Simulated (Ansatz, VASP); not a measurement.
Two plane-wave programs on Bi2Se3

The input INCAR:

```
PREC = Accurate
ENCUT = 520
EDIFF = 1E-7
ISMEAR = 0
SIGMA = 0.1
LREAL = F
LASPH = T
NELM = 100
ALGO = Normal
ISIF = 2
LWAVE = F
LCHARG = T
GGA = PE
IVDW = 12
LELF = T
LVHAR = T
NBANDS = 32
```

Contents of KPOINTS:

```
Automatic mesh
0
Gamma
  6 6 6
```

POSCAR

```
Bi2Se3
1.0
    2.0715000000      1.1959810826      9.5453333333
   -2.0715000000      1.1959810826      9.5453333333
    0.0000000000     -2.3919621653      9.5453333333
Bi Se
2 3
Direct
    0.4008000000      0.4008000000      0.4008000000
    0.5992000000      0.5992000000      0.5992000000
    0.0000000000      0.0000000000      0.0000000000
    0.2117000000      0.2117000000      0.2117000000
    0.7883000000      0.7883000000      0.7883000000
```

Input for Ansatz:

```yaml
crystal:
  lattice:
    - [2.0715, 1.1959810826, 9.5453333333]
    - [-2.0715, 1.1959810826, 9.5453333333]
    - [0.0, -2.3919621653, 9.5453333333]
  atoms:
    - { symbol: Bi, position: [0.4008, 0.4008, 0.4008] }
    - { symbol: Bi, position: [0.5992, 0.5992, 0.5992] }
    - { symbol: Se, position: [0.0, 0.0, 0.0] }
    - { symbol: Se, position: [0.2117, 0.2117, 0.2117] }
    - { symbol: Se, position: [0.7883, 0.7883, 0.7883] }
basis:
  ecutwfc: 420
kpoints:
  mp_grid: { grid: [6, 6, 6] }
hamiltonian:
  xc: pbe
  dispersion: d3bj
scf:
  occupations: { method: gaussian, width: 0.1 }
output:
  forces: true
  stress: true
  eigenvalues: true
```

Alike in both runs: task single point; functional PBE; dispersion D3(BJ); k mesh 6 × 6 × 6; occupations gaussian, width 0.1 eV; no spin polarisation.

```csv
,VASP,Ansatz
version,VASP 6.6.1,Ansatz 0.2.0
potentials or method,"VASP PAW PBE potentials, release 64 (Bi_d, Se), cutoff 520 eV","scalar-relativistic, plane waves, PAW"
valence electrons in the cell,48,78
```

|  | VASP | Ansatz | Ansatz less VASP |
| --- | --- | --- | --- |
| gap on the k mesh at the Fermi level (eV) | 0.22 | 0.22 | +0.002 |
| least direct gap on the mesh (eV) | 0.22 | 0.22 | +0.002 |
| pressure (GPa) | 0.2 | 0.2 | -0.02 |
| rms of the force components (eV/Å) | 0.101 | 0.095 | -0.0060 |

Atom by atom the forces differ by 0.006 eV/Å (rms over components). VASP's potentials hold 48 valence electrons a cell and Ansatz's 78, so a difference there can come from the potentials and not from the codes.

Spin-orbit coupling is off throughout.
